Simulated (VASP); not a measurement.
# AlH7 (P1) in VASP: notebook

AlH7 is run at these levels: PBE; tasks: relaxation of cell and atoms, single point.

Program: VASP 6.6.1. These are calculated values, not measurements. Logs are shortened: lines on timing, memory, paths and dates and some standing lists are left out, and cuts for length are marked.

### Step 1. The cell of the first run

The typed cell holds 8 atoms: a = 2.597 Å, b = 6.888 Å, c = 7.079 Å, α = 115.40°, β = 90.96°, γ = 91.41°.

### Step 2. Relaxation of cell and atoms, PBE

Contents of INCAR:

```
SYSTEM = AlH7
PREC     = Accurate       ! precision mode
ENCUT    = 600            ! plane-wave cutoff, eV
EDIFF    = 1E-7           ! SCF threshold, eV
ISMEAR   = 0              ! smearing method
SIGMA    = 0.02           ! smearing width, eV
LREAL    = .False.        ! projectors in reciprocal space
LASPH    = .True.         ! aspherical terms in the spheres
NELM     = 60             ! most SCF steps
ALGO     = Normal         ! electronic algorithm
ISIF     = 3              ! what is computed and relaxed
LWAVE    = .False.        ! write WAVECAR
LCHARG   = .False.        ! write CHGCAR
GGA      = PE             ! functional
IBRION   = 2              ! ionic algorithm
NSW      = 100            ! ionic steps
EDIFFG   = -0.01          ! ionic threshold
```

Contents of KPOINTS:

```
Automatic mesh
0
Gamma
  10 4 4
  0 0 0
```

Contents of POSCAR:

```
AlH7
1.0
    2.5972778377      0.0000000000      0.0000000000
   -0.1697607734      6.8861180454      0.0000000000
   -0.1182995918     -3.0407028995      6.3917058448
Al H
1 7
Direct
    0.4460162862      0.5533678066      0.5499316592
    0.4951534161      0.1716572832      0.9231986163
    0.6199273762      0.8019340471      0.1268408682
    0.4918041562      0.9078180941      0.1639743938
    0.6204560811      0.1389497047      0.8198694418
    0.9500191527      0.5110260147      0.7003527130
    0.9548938019      0.7126808107      0.5163295333
    0.4217297295      0.3409173789      0.3378539145
```

Potentials or basis: VASP PAW PBE potentials, release 64 (Al, H).

Command:

```
$ cat potpaw_PBE.64/Al/POTCAR potpaw_PBE.64/H/POTCAR > POTCAR
$ mpirun -np 1 vasp_std > vasp.out
```

OUTCAR:

```text
SYSTEM = AlH7
   PREC = Accurate
   ENCUT = 600
   EDIFF = 1E-7
   ISMEAR = 0
   LREAL = .False.
   LASPH = .True.
   NELM = 60
   ISIF = 3
   GGA = PE
   IBRION = 2
   NSW = 100
   EDIFFG = -0.01

 ion  position               nearest neighbor table
   1  0.446  0.553  0.550-   8 1.58   7 1.78   7 1.78   6 1.78   6 1.78
   2  0.495  0.172  0.923-   5 0.75
   3  0.620  0.802  0.127-   4 0.75
   4  0.492  0.908  0.164-   3 0.75
   5  0.620  0.139  0.820-   2 0.75
   6  0.950  0.511  0.700-   1 1.78   1 1.78
   7  0.955  0.713  0.516-   1 1.78   1 1.78
   8  0.422  0.341  0.338-   1 1.58

  LATTYP: Found a triclinic cell.
 ALAT       =     7.0791081728
 B/A-ratio  =     1.7061399599
 C/A-ratio  =     2.1266640640
 COS(alpha) =     0.0011923996
 COS(beta)  =     0.5449973113
 COS(gamma) =     0.8343702911

  Lattice vectors:

 A1 = (   0.1182995918,   3.0407028995,  -6.3917058448)
 A2 = (   2.5458166561,   9.9268209449,  -6.3917058448)
 A3 = (  -2.0211571073,  -7.6908302918, -12.7834116896)

Analysis of symmetry for initial positions (statically):
=====================================================================
 Subroutine PRICEL returns:
 Original cell was already a primitive cell.

 Routine SETGRP: Setting up the symmetry group for a
 triclinic supercell.

 Subroutine GETGRP returns: Found  1 space group operations
 (whereof  1 operations were pure point group operations)
 out of a pool of  2 trial point group operations.

The static configuration has the point symmetry C_1 .

Analysis of symmetry for dynamics (positions and initial velocities):
=====================================================================
 Subroutine PRICEL returns:
 Original cell was already a primitive cell.

 Routine SETGRP: Setting up the symmetry group for a
 triclinic supercell.

 Subroutine GETGRP returns: Found  1 space group operations
 (whereof  1 operations were pure point group operations)
 out of a pool of  2 trial point group operations.

The dynamic configuration has the point symmetry C_1 .

 Subroutine INISYM returns: Found  1 space group operations
 (whereof  1 operations are pure point group operations),
 and found     1 'primitive' translations

----------------------------------------------------------------------------------------

                                     Primitive cell

  volume of cell :     114.3167

  direct lattice vectors                    reciprocal lattice vectors
     2.597277838  0.000000000  0.000000000     0.385018493  0.009491710  0.011641493
    -0.169760773  6.886118045  0.000000000     0.000000000  0.145219700  0.069084838
    -0.118299592 -3.040702899  6.391705845     0.000000000  0.000000000  0.156452757

  length of vectors
     2.597277838  6.888210251  7.079108173     0.385311377  0.160815037  0.156452757

  position of ions in fractional coordinates (direct lattice)
     0.446016286  0.553367807  0.549931659
     0.495153416  0.171657283  0.923198616
     0.619927376  0.801934047  0.126840868
     0.491804156  0.907818094  0.163974394
     0.620456081  0.138949705  0.819869442
     0.950019153  0.511026015  0.700352713
     0.954893802  0.712680811  0.516329533
     0.421729730  0.340917379  0.337853915

  ion indices of the primitive-cell ions
   primitive index   ion index
                 1           1
                 2           2
                 3           3
                 4           4
                 5           5
                 6           6
                 7           7
                 8           8

----------------------------------------------------------------------------------------

 KPOINTS: Automatic mesh

Automatic generation of k-mesh.
 Grid dimensions read from file:
 generate k-points for:   10    4    4

 Generating k-lattice:

  Cartesian coordinates                     Fractional coordinates (reciprocal lattice)
     0.038501849  0.000949171  0.001164149     0.100000000 -0.000000000  0.000000000
     0.000000000  0.036304925  0.017271210     0.000000000  0.250000000  0.000000000
     0.000000000  0.000000000  0.039113189     0.000000000  0.000000000  0.250000000

  Length of vectors
     0.038531138  0.040203759  0.039113189

  Shift w.r.t. Gamma in fractional coordinates (k-lattice)
     0.000000000  0.000000000  0.000000000

 Subroutine IBZKPT returns following result:
 ===========================================

 Found     84 irreducible k-points:

 Following reciprocal coordinates:
            Coordinates               Weight
  0.000000  0.000000  0.000000      1.000000
  0.100000  0.000000  0.000000      2.000000
  0.200000  0.000000  0.000000      2.000000
  0.300000  0.000000  0.000000      2.000000
  0.400000 -0.000000  0.000000      2.000000
  0.500000  0.000000  0.000000      1.000000
[... 16 lines left out ...]
  0.000000  0.000000  0.250000      2.000000
  0.100000  0.000000  0.250000      2.000000
 [... further k-points ...]
   k-points           NKPTS =     84   k-points in BZ     NKDIM =     84   number of bands    NBANDS=     10
   number of dos      NEDOS =    301   number of ions     NIONS =      8
   total plane-waves  NPLWV =  80640
   dimension x,y,z NGX =    24 NGY =   56 NGZ =   60
   dimension x,y,z NGXF=    48 NGYF=  112 NGZF=  120
   ions per type =               1   7
   NGX,Y,Z   is equivalent  to a cutoff of  15.36, 13.52, 14.09 a.u.
   NGXF,Y,Z  is equivalent  to a cutoff of  30.72, 27.03, 28.18 a.u.
 SYSTEM =  AlH7
   PREC   = accura    normal or accurate (medium, high low for compatibility)
   ISTART =      0    job   : 0-new  1-cont  2-samecut
   ICHARG =      2    charge: 1-file 2-atom 10-const
   ISPIN  =      1    spin polarized calculation?
   LNONCOLLINEAR =      F non collinear calculations
   LSORBIT =      F    spin-orbit coupling
   LASPH  =      T    aspherical Exc in radial PAW
   ENCUT  =  600.0 eV  44.10 Ry    6.64 a.u.   5.19 13.76 14.14*2*pi/ulx,y,z
   NELM   =     60;   NELMIN=  2; NELMDL= -5     # of ELM steps
   EDIFF  = 0.1E-06   stopping-criterion for ELM
   LREAL  =      F    real-space projection
   EDIFFG = -.1E-01   stopping-criterion for IOM
   NSW    =    100    number of steps for IOM
   IBRION =      2    ionic relax: 0-MD 1-quasi-New 2-CG
   NFREE  =      1    steps in history (QN), initial steepest desc. (CG)
   ISIF   =      3    stress and relaxation
   ISYM   =      2    0-nonsym 1-usesym 2-fastsym
   POTIM  = 0.5000    time-step for ionic-motion
   TEBEG  =    0.0;   TEEND  =   0.0 temperature during run
   PSTRESS=    0.0 pullay stress
   NELECT =      10.0000    total number of electrons
   NUPDOWN=      -1.0000    fix difference up-down
   EMIN   =  10.00;   EMAX   =-10.00  energy-range for DOS
   EFERMI =   0.00;   METHOD = LEGACY
   ISMEAR =     0;   SIGMA  =   0.02  broadening in eV -4-tet -1-fermi 0-gaus
   EFERMI_NEDOS =   21; number of points for ismear=-14 and -15
   IALGO  =     38    algorithm
   IMIX   =      4    mixing-type and parameters
     AMIX     =   0.40;   BMIX     =  1.00
     AMIX_MAG =   1.60;   BMIX_MAG =  1.00
  volume/ion in A,a.u.               =      14.29        96.43
  Fermi-wavevector in a.u.,A,eV,Ry     =   0.726728  1.373316  7.185684  0.528133
  Thomas-Fermi vector in A             =   1.817773
   LORBIT       =      0    0 simple, 1 ext, 2 COOP (PROOUT), +10 PAW based schemes
   GGA     = PE    functional components
   LHFCALC =     F    Hartree Fock is set to
   AEXX    =    0.0000 exact exchange contribution
   IVDW    =     0    specifies the selected vdW correction
   LEPSILON=     F    determine dielectric tensor
   LRPA    =     F    only Hartree local field effects (RPA)
 conjugate gradient relaxation of ions
 non-spin polarized calculation
 Gauss-broadening in eV      SIGMA  =   0.02
  energy-cutoff  :      600.00
  volume of cell :      114.32
 maximum number of plane-waves:      3842
 NGX is ok and might be reduce to    24
   NGX = 11   NGY = 27   NGZ = 29

--------------------------------------- Ionic step        1  -------------------------------------------

 number of electron      10.0000000 magnetization

 Free energy of the ion-electron system (eV)
  ---------------------------------------------------
  ext. energy  EPLUGINS =         0.00000000
  ---------------------------------------------------
  free energy    TOTEN  =       -26.72108171 eV

  energy without entropy =      -26.72108171  energy(sigma->0) =      -26.72108171

------------------------ aborting loop because EDIFF is reached ----------------------------------------

  FORCE on cell =-STRESS in cart. coord.  units (eV):
  Direction    XX          YY          ZZ          XY          YZ          ZX
  --------------------------------------------------------------------------------------
  -------------------------------------------------------------------------------------
  Total        0.0114374     -0.0536711     -0.0574225     -0.0020754     -0.0169947     -0.0064436
  in kB        0.1602980     -0.7522141     -0.8047912     -0.0290879     -0.2381853     -0.0903090
  external PRESSURE =      -0.4655691 kB  Pullay stress =       0.0000000 kB
[... 107 lines left out ...]
  FREE ENERGIE OF THE ION-ELECTRON SYSTEM (eV)
  ---------------------------------------------------
  free  energy   TOTEN  =       -26.7211051357 eV

  energy  without entropy=      -26.7211051357  energy(sigma->0) =      -26.72110514

[... ionic steps 4 to 24 ...]

--------------------------------------- Ionic step       25  -------------------------------------------

 number of electron      10.0000000 magnetization

------------------------ aborting loop because EDIFF is reached ----------------------------------------
[... 79 lines left out ...]
--------------------------------------- Ionic step       27  -------------------------------------------

 number of electron      10.0000000 magnetization

 Free energy of the ion-electron system (eV)
  ---------------------------------------------------
  ext. energy  EPLUGINS =         0.00000000
  ---------------------------------------------------
  free energy    TOTEN  =       -26.72186413 eV

  energy without entropy =      -26.72186413  energy(sigma->0) =      -26.72186413

 E-fermi :  -3.4685     XC(G=0):  -5.7430

 val. band max:       -3.5664865938   @ k =   0.5000   0.0000   0.0000
 cond. band min:      -0.4016267823   @ k =   0.5000   0.5000   0.5000
 fundamental gap:      3.1648598115
 Fermi energy:        -3.4685472316

 k-point     1 :       0.0000    0.0000    0.0000
  band No.  band energies     occupation
      1     -10.6810      2.00000
      2      -8.3562      2.00000
      3      -8.0896      2.00000
      4      -6.3214      2.00000
      5      -5.4656      2.00000
      6       0.9853      0.00000
      7       1.6154      0.00000
      8       2.5505      0.00000
      9       3.9104      0.00000
     10       5.9125      0.00000
[... 287 lines left out ...]
 k-point    24 :       0.1000    0.0000    0.2500
  band No.  band energies     occupation
      1     -10.4634      2.00000
      2      -8.2828      2.00000
      3      -7.9925      2.00000
      4      -6.1354      2.00000
      5      -5.2414      2.00000
      6       1.4464      0.00000
      7       1.9007      0.00000
      8       2.4250      0.00000
      9       4.1069      0.00000
     10       5.1007      0.00000

 [... further k-points ...]

------------------------ aborting loop because EDIFF is reached ----------------------------------------

  FORCE on cell =-STRESS in cart. coord.  units (eV):
  Direction    XX          YY          ZZ          XY          YZ          ZX
  --------------------------------------------------------------------------------------
  -------------------------------------------------------------------------------------
  Total        0.0096877     -0.0060302      0.0064495      0.0031290     -0.0021464      0.0025573
  in kB        0.1397007     -0.0869584      0.0930042      0.0451214     -0.0309517      0.0368776
  external PRESSURE =       0.0485821 kB  Pullay stress =       0.0000000 kB
[... 23 lines left out ...]
  FREE ENERGIE OF THE ION-ELECTRON SYSTEM (eV)
  ---------------------------------------------------
  free  energy   TOTEN  =       -26.7218641331 eV

  energy  without entropy=      -26.7218641331  energy(sigma->0) =      -26.72186413

 reached required accuracy - stopping structural energy minimisation
```

It took 9.1 min on 1 thread of Intel Xeon 6975P-C (Granite Rapids), shared host; peak memory 0.34 GiB.

Results:

- Free energy: -26.7219 eV
- Relaxed volume: 13.89 Å³/atom
- Relaxed cell: a = 2.598 Å, b = 6.809 Å, c = 7.024 Å, α = 116.44°, β = 91.37°, γ = 91.81°
- Space group after relaxing (to 0.1 Å): P1 (No. 1)
- Energy gained by relaxing: 0.1 meV/atom
- Ionic steps: 27
- Pressure after relaxing: 0.0 GPa
- Largest force after relaxing: 0.009 eV/Å
- Band gap on the k mesh: 3.16 eV (least direct gap 3.19 eV)

Forces in eV/Å, atoms in the order of the input:
```
Al   0.006  0.001 -0.007
H    0.005  0.002 -0.003
H   -0.005  0.004  0.001
H    0.006 -0.005  0.000
H   -0.004 -0.001  0.003
H    0.000  0.002  0.004
H    0.001 -0.002  0.003
H   -0.008  0.000 -0.001
```

The path:
```csv
step,energy change (eV),largest force (eV/Å),pressure (GPa),volume (Å³)
1,0.0000,0.0164,-0.05,114.32
2,0.0000,0.0454,0.00,114.25
3,0.0000,0.0163,-0.02,114.28
4,-0.0001,0.0122,-0.01,114.22
5,-0.0001,0.0211,0.00,114.16
6,-0.0001,0.0126,-0.01,114.10
7,-0.0001,0.0272,-0.01,113.99
8,-0.0001,0.0180,-0.01,114.04
9,-0.0001,0.0167,-0.01,113.99
10,-0.0002,0.0147,-0.03,113.85
11,-0.0003,0.0328,-0.06,113.57
12,-0.0003,0.0759,-0.12,113.02
13,-0.0003,0.0503,-0.08,113.35
14,-0.0003,0.0454,-0.08,113.31
15,-0.0004,0.0303,-0.08,113.22
16,-0.0004,0.0138,-0.07,113.04
17,-0.0004,0.0621,-0.05,112.68
18,-0.0004,0.0177,-0.06,112.94
19,-0.0004,0.0169,-0.06,112.89
20,-0.0005,0.0146,-0.06,112.73
21,-0.0006,0.0101,-0.05,112.41
22,-0.0007,0.0241,-0.03,111.76
23,-0.0007,0.0311,-0.02,111.54
24,-0.0008,0.0160,0.00,111.32
25,-0.0008,0.0139,0.01,111.14
26,-0.0008,0.0276,-0.01,111.06
27,-0.0008,0.0090,0.00,111.10
```

Final structure:
```
Al H
1.0
     2.59783   -0.00865   -0.01436
    -0.19267    6.80631   -0.06855
    -0.14347   -3.06930    6.31638
Al H
1 7
Direct
  0.44418 0.55435 0.55082
  0.49450 0.17179 0.92313
  0.62094 0.80132 0.12640
  0.49125 0.90828 0.16438
  0.62224 0.13847 0.81935
  0.95194 0.51249 0.70209
  0.95655 0.71549 0.51820
  0.41841 0.33616 0.33399
```

A k mesh can miss the band edges.

(Continued in part 2 of 2.)
